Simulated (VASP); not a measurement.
A run of VASP 6.6.1 is set up as follows.

Contents of INCAR:

```
PREC     = Accurate       # precision mode
ENCUT    = 520            # plane-wave cutoff, eV
EDIFF    = 1E-6           # SCF threshold, eV
ISMEAR   = 0              # smearing method
SIGMA    = 0.01           # smearing width, eV
LREAL    = False          # projectors in reciprocal space
LASPH    = True           # aspherical terms in the spheres
NELM     = 150            # most SCF steps
ALGO     = Normal         # electronic algorithm
ISIF     = 2              # what is computed and relaxed
LWAVE    = False          # write WAVECAR
LCHARG   = False          # write CHGCAR
MAGMOM   = 0 0 0 0 0 0    # initial moments
LORBIT   = 11             # projections on sites
LSORBIT  = True           # spin-orbit coupling
GGA_COMPAT= False        
LORBMOM  = True         
GGA      = PE             # functional
NBANDS   = 28             # bands
```

File KPOINTS:

```
Automatic mesh
0
Gamma
  6 6 6
```

Contents of POSCAR:

```
RbBr
1.0
    0.0000000000      3.4610545825      3.4610545825
    3.4610545825      0.0000000000      3.4610545825
    3.4610545825      3.4610545825      0.0000000000
Rb Br
1 1
Direct
    0.0000000000      0.0000000000      0.0000000000
    0.5000000000      0.5000000000      0.5000000000
```

Potentials or basis: VASP PAW PBE potentials, release 64 (Rb_sv, Br).

Command:

```sh
$ cat potpaw_PBE.64/Rb_sv/POTCAR potpaw_PBE.64/Br/POTCAR > POTCAR
$ mpirun -np 1 vasp_ncl > vasp.out
```

**Question.** What does it give for the net moment?

**Answer.** 0.00 μB per cell.

**Question.** Predict the pressure.

**Answer.** 0.6 GPa.

Moments on the atoms (μB; x, y, z):
```
Rb  0.00 0.00 0.00
Br  0.00 0.00 0.00
```
